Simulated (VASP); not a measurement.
# EuO (rock salt type) (Fm-3m) in VASP: single point with PBE

Aim: the single point of EuO (rock salt type) with PBE.

All numbers are computed with VASP 6.6.1; they aren't measurements. Logs are shortened: lines on timing, memory, paths and dates and some standing lists are left out, and cuts for length are marked.

## 1. The cell of the first run

The structure is cubic, space group Fm-3m (No. 225). The conventional cell has a = 4.944 Å, b = 4.944 Å, c = 4.944 Å, α = 90.00°, β = 90.00°, γ = 90.00°. Eu (site symmetry m-3m) has 6 O at 2.47 Å within 3.3 Å. Within 3.3 Å of O (site symmetry m-3m) lie 6 Eu at 2.47 Å.

## 2. Single point, PBE

INCAR

```
ALGO = Normal
EDIFF = 1E-6
ENCUT = 600
GGA = PE
GGA_COMPAT = False
ISIF = 2
ISMEAR = -1
LASPH = True
LCHARG = False
LMAXMIX = 6
LREAL = False
LWAVE = False
NBANDS = 18
NELM = 200
PREC = Accurate
SIGMA = 0.06122561905347299
```

KPOINTS

```
k-points
0
Gamma
  39 39 39
```

POSCAR

```
EuO
1.0
    0.0000000000      2.4720283622      2.4720283622
    2.4720283622      0.0000000000      2.4720283622
    2.4720283622      2.4720283622      0.0000000000
Eu O
1 1
Direct
    0.0000000000      0.0000000000      0.0000000000
    0.5000000000      0.5000000000      0.5000000000
```

Potentials or basis: VASP PAW PBE potentials, release 64 (Eu, O).

Started as:

```
$ cat potpaw_PBE.64/Eu/POTCAR potpaw_PBE.64/O/POTCAR > POTCAR
$ mpirun -np 1 vasp_std > vasp.out
```

OUTCAR:

```text
EDIFF = 1E-6
   ENCUT = 600
   GGA = PE
   ISIF = 2
   ISMEAR = -1
   LASPH = True
   LREAL = False
   NELM = 200
   PREC = Accurate

 ion  position               nearest neighbor table
   1  0.000  0.000  0.000-   2 2.47   2 2.47   2 2.47   2 2.47   2 2.47   2 2.47
   2  0.500  0.500  0.500-   1 2.47   1 2.47   1 2.47   1 2.47   1 2.47   1 2.47

  LATTYP: Found a face centered cubic cell.
 ALAT       =     4.9440567244

  Lattice vectors:

 A1 = (   0.0000000000,   2.4720283622,   2.4720283622)
 A2 = (   2.4720283622,   0.0000000000,   2.4720283622)
 A3 = (   2.4720283622,   2.4720283622,   0.0000000000)

Analysis of symmetry for initial positions (statically):
=====================================================================
 Subroutine PRICEL returns:
 Original cell was already a primitive cell.

 Routine SETGRP: Setting up the symmetry group for a
 face centered cubic supercell.

 Subroutine GETGRP returns: Found 48 space group operations
 (whereof 48 operations were pure point group operations)
 out of a pool of 48 trial point group operations.

The static configuration has the point symmetry O_h .

Analysis of symmetry for dynamics (positions and initial velocities):
=====================================================================
 Subroutine PRICEL returns:
 Original cell was already a primitive cell.

 Routine SETGRP: Setting up the symmetry group for a
 face centered cubic supercell.

 Subroutine GETGRP returns: Found 48 space group operations
 (whereof 48 operations were pure point group operations)
 out of a pool of 48 trial point group operations.

The dynamic configuration has the point symmetry O_h .

 Subroutine INISYM returns: Found 48 space group operations
 (whereof 48 operations are pure point group operations),
 and found     1 'primitive' translations

----------------------------------------------------------------------------------------

                                     Primitive cell

  volume of cell :      30.2128

  direct lattice vectors                    reciprocal lattice vectors
     0.000000000  2.472028362  2.472028362    -0.202263052  0.202263052  0.202263052
     2.472028362  0.000000000  2.472028362     0.202263052 -0.202263052  0.202263052
     2.472028362  2.472028362  0.000000000     0.202263052  0.202263052 -0.202263052

  length of vectors
     3.495976036  3.495976036  3.495976036     0.350329882  0.350329882  0.350329882

  position of ions in fractional coordinates (direct lattice)
     0.000000000  0.000000000  0.000000000
     0.500000000  0.500000000  0.500000000

  ion indices of the primitive-cell ions
   primitive index   ion index
                 1           1
                 2           2

----------------------------------------------------------------------------------------

 KPOINTS: k-points

Automatic generation of k-mesh.
 Grid dimensions read from file:
 generate k-points for:   39   39   39

 Generating k-lattice:

  Cartesian coordinates                     Fractional coordinates (reciprocal lattice)
    -0.005186232  0.005186232  0.005186232     0.025641026  0.000000000  0.000000000
     0.005186232 -0.005186232  0.005186232     0.000000000  0.025641026  0.000000000
     0.005186232  0.005186232 -0.005186232     0.000000000  0.000000000  0.025641026

  Length of vectors
     0.008982817  0.008982817  0.008982817

  Shift w.r.t. Gamma in fractional coordinates (k-lattice)
     0.000000000  0.000000000  0.000000000

 Subroutine IBZKPT returns following result:
 ===========================================

 Found   1540 irreducible k-points:

 Following reciprocal coordinates:
            Coordinates               Weight
  0.000000  0.000000  0.000000      1.000000
  0.025641  0.000000  0.000000      8.000000
  0.051282  0.000000  0.000000      8.000000
  0.076923  0.000000  0.000000      8.000000
  0.102564  0.000000  0.000000      8.000000
  0.128205  0.000000  0.000000      8.000000
[... 16 lines left out ...]
  0.076923  0.025641  0.000000     24.000000
  0.102564  0.025641  0.000000     24.000000
 [... further k-points ...]
   k-points           NKPTS =   1540   k-points in BZ     NKDIM =   1540   number of bands    NBANDS=     18
   number of dos      NEDOS =    301   number of ions     NIONS =      2
   total plane-waves  NPLWV =  21952
   dimension x,y,z NGX =    28 NGY =   28 NGZ =   28
   dimension x,y,z NGXF=    56 NGYF=   56 NGZF=   56
   ions per type =               1   1
   NGX,Y,Z   is equivalent  to a cutoff of  13.31, 13.31, 13.31 a.u.
   NGXF,Y,Z  is equivalent  to a cutoff of  26.63, 26.63, 26.63 a.u.
 SYSTEM =  unknown system
   PREC   = accura    normal or accurate (medium, high low for compatibility)
   ISTART =      0    job   : 0-new  1-cont  2-samecut
   ICHARG =      2    charge: 1-file 2-atom 10-const
   ISPIN  =      1    spin polarized calculation?
   LNONCOLLINEAR =      F non collinear calculations
   LSORBIT =      F    spin-orbit coupling
   LASPH  =      T    aspherical Exc in radial PAW
   ENCUT  =  600.0 eV  44.10 Ry    6.64 a.u.   6.98  6.98  6.98*2*pi/ulx,y,z
   NELM   =    200;   NELMIN=  2; NELMDL= -5     # of ELM steps
   EDIFF  = 0.1E-05   stopping-criterion for ELM
   LREAL  =      F    real-space projection
   EDIFFG = 0.1E-04   stopping-criterion for IOM
   NSW    =      0    number of steps for IOM
   IBRION =     -1    ionic relax: 0-MD 1-quasi-New 2-CG
   NFREE  =      0    steps in history (QN), initial steepest desc. (CG)
   ISIF   =      2    stress and relaxation
   ISYM   =      2    0-nonsym 1-usesym 2-fastsym
   POTIM  = 0.5000    time-step for ionic-motion
   TEBEG  =    0.0;   TEEND  =   0.0 temperature during run
   PSTRESS=    0.0 pullay stress
   NELECT =      23.0000    total number of electrons
   NUPDOWN=      -1.0000    fix difference up-down
   EMIN   =  10.00;   EMAX   =-10.00  energy-range for DOS
   EFERMI =   0.00;   METHOD = LEGACY
   ISMEAR =    -1;   SIGMA  =   0.06  broadening in eV -4-tet -1-fermi 0-gaus
   EFERMI_NEDOS =   21; number of points for ismear=-14 and -15
   IALGO  =     38    algorithm
   IMIX   =      4    mixing-type and parameters
     AMIX     =   0.40;   BMIX     =  1.00
     AMIX_MAG =   1.60;   BMIX_MAG =  1.00
  volume/ion in A,a.u.               =      15.11       101.94
  Fermi-wavevector in a.u.,A,eV,Ry     =   1.494815  2.824790 30.401819  2.234471
  Thomas-Fermi vector in A             =   2.607039
   LORBIT       =      0    0 simple, 1 ext, 2 COOP (PROOUT), +10 PAW based schemes
   GGA     = PE    functional components
   LHFCALC =     F    Hartree Fock is set to
   AEXX    =    0.0000 exact exchange contribution
   IVDW    =     0    specifies the selected vdW correction
   LEPSILON=     F    determine dielectric tensor
   LRPA    =     F    only Hartree local field effects (RPA)
 non-spin polarized calculation
  energy-cutoff  :      600.00
  volume of cell :       30.21
 maximum number of plane-waves:      1026
   NGX = 13   NGY = 13   NGZ = 13

 number of electron      23.0000006 magnetization

 Free energy of the ion-electron system (eV)
  ---------------------------------------------------
  ext. energy  EPLUGINS =         0.00000000
  ---------------------------------------------------
  free energy    TOTEN  =       -15.47572577 eV

  energy without entropy =      -15.17838646  energy(sigma->0) =      -15.32705611

 E-fermi :   5.3270     XC(G=0): -11.7012

 val. band max:        5.3269351404   @ k =  -0.3846   0.4615   0.1282
 cond. band min:       5.3270255699   @ k =  -0.3590   0.4359   0.0769
 fundamental gap:      0.0000904295
 Fermi energy:         5.3269995829

 k-point     1 :       0.0000    0.0000    0.0000
  band No.  band energies     occupation
      1     -35.5573      2.00000
      2     -13.9157      2.00000
      3     -13.8952      2.00000
      4     -13.8952      2.00000
      5     -13.8952      2.00000
      6       1.0971      2.00000
[... 10 lines left out ...]
     17       7.3937      0.00000
     18       7.3937      0.00000

 k-point     2 :       0.0256    0.0000    0.0000
  band No.  band energies     occupation
      1     -35.5563      2.00000
      2     -14.1061      2.00000
      3     -13.8960      2.00000
      4     -13.8960      2.00000
      5     -13.7075      2.00000
      6       1.0759      2.00000
[... 10 lines left out ...]
     17       7.4105      0.00000
     18       7.4125      0.00000

 k-point     3 :       0.0513    0.0000    0.0000
  band No.  band energies     occupation
      1     -35.5533      2.00000
      2     -14.3076      2.00000
      3     -13.8982      2.00000
      4     -13.8982      2.00000
      5     -13.5140      2.00000
      6       1.0141      2.00000
[... 10 lines left out ...]
     17       7.4109      0.00000
     18       7.4683      0.00000

 k-point     4 :       0.0769    0.0000    0.0000
  band No.  band energies     occupation
      1     -35.5484      2.00000
      2     -14.5090      2.00000
      3     -13.9018      2.00000
      4     -13.9018      2.00000
      5     -13.3257      2.00000
      6       0.9166      2.00000
[... 10 lines left out ...]
     17       7.4269      0.00000
     18       7.5588      0.00000

 k-point     5 :       0.1026    0.0000    0.0000
  band No.  band energies     occupation
      1     -35.5416      2.00000
      2     -14.7087      2.00000
      3     -13.9067      2.00000
      4     -13.9067      2.00000
      5     -13.1438      2.00000
      6       0.7899      2.00000
[... 10 lines left out ...]
     17       7.4503      0.00000
     18       7.6811      0.00000

 k-point     6 :       0.1282    0.0000    0.0000
  band No.  band energies     occupation
      1     -35.5332      2.00000
      2     -14.9053      2.00000
      3     -13.9128      2.00000
      4     -13.9128      2.00000
      5     -12.9695      2.00000
      6       0.6413      2.00000
[... 307 lines left out ...]
 k-point    21 :       0.0256    0.0256    0.0000
  band No.  band energies     occupation
      1     -35.5560      2.00000
      2     -14.1344      2.00000
      3     -13.8986      2.00000
      4     -13.8986      2.00000
      5     -13.6754      2.00000
      6       1.0491      2.00000
[... 10 lines left out ...]
     17       7.3665      0.00000
     18       7.4352      0.00000

 k-point    22 :       0.0513    0.0256    0.0000
  band No.  band energies     occupation
      1     -35.5536      2.00000
      2     -14.2858      2.00000
      3     -13.9026      2.00000
      4     -13.9001      2.00000
      5     -13.5282      2.00000
      6       0.9877      2.00000
[... 10 lines left out ...]
     17       7.3493      0.00000
     18       7.4922      0.00000

 k-point    23 :       0.0769    0.0256    0.0000
  band No.  band energies     occupation
      1     -35.5493      2.00000
      2     -14.4693      2.00000
      3     -13.9080      2.00000
      4     -13.9013      2.00000
      5     -13.3563      2.00000
      6       0.8981      2.00000
[... 10 lines left out ...]
     17       7.3525      0.00000
     18       7.5705      0.00000

 k-point    24 :       0.1026    0.0256    0.0000
  band No.  band energies     occupation
      1     -35.5432      2.00000
      2     -14.6605      2.00000
      3     -13.9146      2.00000
      4     -13.9037      2.00000
      5     -13.1818      2.00000
      6       0.7828      2.00000
[... 10 lines left out ...]
     17       7.3713      0.00000
     18       7.6767      0.00000

 [... further k-points ...]
[... 5 lines left out ...]
  --------------------------------------------------------------------------------------
  -------------------------------------------------------------------------------------
  Total       -1.2340758     -1.2340758     -1.2340758     -0.0000000      0.0000000     -0.0000000
  in kB      -65.4428300    -65.4428300    -65.4428300     -0.0000000      0.0000000     -0.0000000
  external PRESSURE =     -65.4428300 kB  Pullay stress =       0.0000000 kB

 VOLUME and BASIS-vectors are now :
 -----------------------------------------------------------------------------
  energy-cutoff  :      600.00
  volume of cell :       30.21
      direct lattice vectors                 reciprocal lattice vectors
     0.000000000  2.472028362  2.472028362    -0.202263052  0.202263052  0.202263052
     2.472028362  0.000000000  2.472028362     0.202263052 -0.202263052  0.202263052
     2.472028362  2.472028362  0.000000000     0.202263052  0.202263052 -0.202263052

 POSITION                                       TOTAL-FORCE (eV/Angst)
 -----------------------------------------------------------------------------------
      0.00000      0.00000      0.00000        -0.000000      0.000000     -0.000000
      2.47203      2.47203      2.47203         0.000000      0.000000      0.000000
 -----------------------------------------------------------------------------------
    total drift:                                0.000000      0.000000      0.000000

  FREE ENERGIE OF THE ION-ELECTRON SYSTEM (eV)
  ---------------------------------------------------
  free  energy   TOTEN  =       -15.4757257669 eV

  energy  without entropy=      -15.1783864567  energy(sigma->0) =      -15.32705611
```

It took 22 min on 1 thread of Intel Xeon 6975P-C (Granite Rapids), shared host; peak memory 1.2 GiB.

Results:

| Property | Result |
| --- | --- |
| Free energy | -15.4757 eV |
| Pressure | -6.5 GPa |
| Band gap on the k mesh | zero (an odd number of electrons rules out a gap without spin polarisation) |

Levels at points of the mesh, in eV from the Fermi level:
| k point | band 7 | band 8 | band 9 | band 10 | band 11 | band 12 | band 13 | band 14 | band 15 | band 16 |
| --- | --- | --- | --- | --- | --- | --- | --- | --- | --- | --- |
| (0.00, 0.00, 0.00) | -4.23 | -4.23 | -0.26 | 0.12 | 0.12 | 0.12 | 0.47 | 0.47 | 0.47 | 0.71 |

Caveat: the cell stands under tension; spin-orbit coupling is left out, which moves the levels of the heavy elements; an odd number of electrons without spin polarisation forces a metal; a magnetic or distorted state may lie lower; the run has no spin polarisation, though such a crystal can be magnetic; semilocal functionals describe open f shells poorly, which spoils levels, moments and volumes. Spin polarisation is off, so any magnetic state and its effect on volume and gap are missing.
